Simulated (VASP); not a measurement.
Wanted: the native input for a VASP 6.6.1 run.

| Item | Value |
| --- | --- |
| Task | single point |
| Functional | r2SCAN |
| Potentials or basis | VASP PAW PBE potentials, release 64 (Ba_sv) |
| Cutoff | 520 eV |
| k mesh | 9 × 9 × 9 |
| Occupations | fermi-dirac, width 0.6 eV |
| Spin | no spin polarisation |
| Dipole correction | no |
| Further INCAR settings | ALGO = Normal; EDIFF = 1e-07; NBANDS = 11 |

The system is Ba.

```
Ba
1.0
    -2.53679    2.53679    2.53679
     2.53679   -2.53679    2.53679
     2.53679    2.53679   -2.53679
Ba
1
Cartesian
  0.0000 0.0000 0.0000
```

The input as run:

POSCAR

```
Ba
1.0
   -2.5367939014      2.5367939014      2.5367939014
    2.5367939014     -2.5367939014      2.5367939014
    2.5367939014      2.5367939014     -2.5367939014
Ba
1
Direct
    0.0000000000      0.0000000000      0.0000000000
```

INCAR.step1

```
  ALGO = Normal
  EDIFF = 1E-4
  ENCUT = 520
  GGA = PE
  ISMEAR = -1
  LASPH = True
  LCHARG = False
  LREAL = False
  LWAVE = True
  NBANDS = 11
  NELM = 60
  PREC = Accurate
  SIGMA = 0.6
```

INCAR.step2

```
  ALGO = Normal
  EDIFF = 1E-7
  ENCUT = 520
  ISIF = 2
  ISMEAR = -1
  ISTART = 1
  LASPH = True
  LCHARG = False
  LMIXTAU = True
  LREAL = False
  LWAVE = False
  METAGGA = R2SCAN
  NBANDS = 11
  NELM = 60
  PREC = Accurate
  SIGMA = 0.6
```

KPOINTS

```
k-points
0
Gamma
  9 9 9
```

Potentials or basis: VASP PAW PBE potentials, release 64 (Ba_sv).

Launch:

```bash
$ cat potpaw_PBE.64/Ba_sv/POTCAR > POTCAR
$ cp INCAR.step1 INCAR
$ mpirun -np 1 vasp_std > vasp.out
$ cp INCAR.step2 INCAR
$ mpirun -np 1 vasp_std > vasp.out
```

Results of the run:

| Property | Result |
| --- | --- |
| Pressure | 0.8 GPa |
| Band gap on the k mesh | zero (bands 5 and 6 overlap by 0.92 eV) |

Caveat: so wide a smearing shifts energies and pressures; the PAW data sets were made with another functional, which shifts forces and pressure a little; spin-orbit coupling is left out, which moves the levels of the heavy elements.

Run time: 68 s on 1 thread of Intel(R) Xeon(R) 6975P-C (Granite Rapids) (shared host), peak memory 0.22 GiB.
